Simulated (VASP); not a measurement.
Set up this calculation in VASP 6.6.1, as the native input.

| Item | Value |
| --- | --- |
| Task | single point |
| Functional | r2SCAN |
| Potentials or basis | VASP PAW PBE potentials, release 64 (Co) |
| Cutoff | 520 eV |
| k mesh | 12 × 12 × 12 |
| Occupations | fermi-dirac, width 0.05 eV |
| Spin | collinear spin, ferromagnetic start |
| Starting moments | [1.917, 1.917] μB |
| Dipole correction | no |
| Further INCAR settings | ALGO = Normal; EDIFF = 1e-07; NBANDS = 20 |

The system is Co.

```
Co
1.0
     0.00000    2.58271    2.58271
     2.58271    0.00000    2.58271
     2.58271    2.58271    0.00000
Co
2
Direct
  0.12500 0.12500 0.12500
  0.87500 0.87500 0.87500
```

This isn't the form of Co at room conditions, which is hcp.

These files were run (other wordings do the same):

POSCAR

```
Co
1.0
    0.0000000000      2.5827123253      2.5827123253
    2.5827123253      0.0000000000      2.5827123253
    2.5827123253      2.5827123253      0.0000000000
Co
2
Direct
    0.1250000000      0.1250000000      0.1250000000
    0.8750000000      0.8750000000      0.8750000000
```

INCAR.step1

```
SYSTEM = Co
PREC     = Accurate       ! precision mode
ENCUT    = 520            ! plane-wave cutoff, eV
ISMEAR   = -1             ! smearing method
SIGMA    = 0.05           ! smearing width, eV
LREAL    = .False.        ! projectors in reciprocal space
LASPH    = .True.         ! aspherical terms in the spheres
NELM     = 150            ! most SCF steps
ISPIN    = 2              ! spin polarisation
MAGMOM   = 1.917 1.917    ! initial moments
LMAXMIX  = 4              ! l up to which the mixer works
NBANDS   = 20             ! bands
GGA      = PE             ! functional
ALGO     = Normal         ! electronic algorithm
EDIFF    = 1E-4           ! SCF threshold, eV
LWAVE    = .True.         ! write WAVECAR
LCHARG   = .False.        ! write CHGCAR
```

INCAR.step2

```
SYSTEM = Co
PREC     = Accurate       ! precision mode
ENCUT    = 520            ! plane-wave cutoff, eV
EDIFF    = 1E-7           ! SCF threshold, eV
ISMEAR   = -1             ! smearing method
SIGMA    = 0.05           ! smearing width, eV
LREAL    = .False.        ! projectors in reciprocal space
LASPH    = .True.         ! aspherical terms in the spheres
NELM     = 150            ! most SCF steps
ALGO     = Normal         ! electronic algorithm
ISIF     = 2              ! what is computed and relaxed
LWAVE    = .False.        ! write WAVECAR
LCHARG   = .False.        ! write CHGCAR
ISPIN    = 2              ! spin polarisation
MAGMOM   = 1.917 1.917    ! initial moments
LORBIT   = 11             ! projections on sites
LMAXMIX  = 4              ! l up to which the mixer works
METAGGA  = R2SCAN         ! meta-GGA
LMIXTAU  = .True.       
NBANDS   = 20             ! bands
ISTART   = 1
```

KPOINTS

```
regular mesh
0
Gamma
  12 12 12
  0 0 0
```

Potentials or basis: VASP PAW PBE potentials, release 64 (Co).

The run is started by

```sh
$ cat potpaw_PBE.64/Co/POTCAR > POTCAR
$ cp INCAR.step1 INCAR
$ mpirun -np 1 vasp_std > vasp.out
$ cp INCAR.step2 INCAR
$ mpirun -np 1 vasp_std > vasp.out
```

It gave:

* Pressure: -7.3 GPa
* Net moment: 3.72 μB per cell
* Site moments: Co +1.89 μB
* Valence electrons inside the program's atomic spheres: Co 8.15

Caveat: the cell stands under tension; the PAW data sets were made with another functional, which shifts forces and pressure a little.

Run time: 5.1 min on 1 thread of AMD EPYC 9R45 96-Core Processor (Zen 5), with other jobs on the host, peak memory 0.19 GiB.
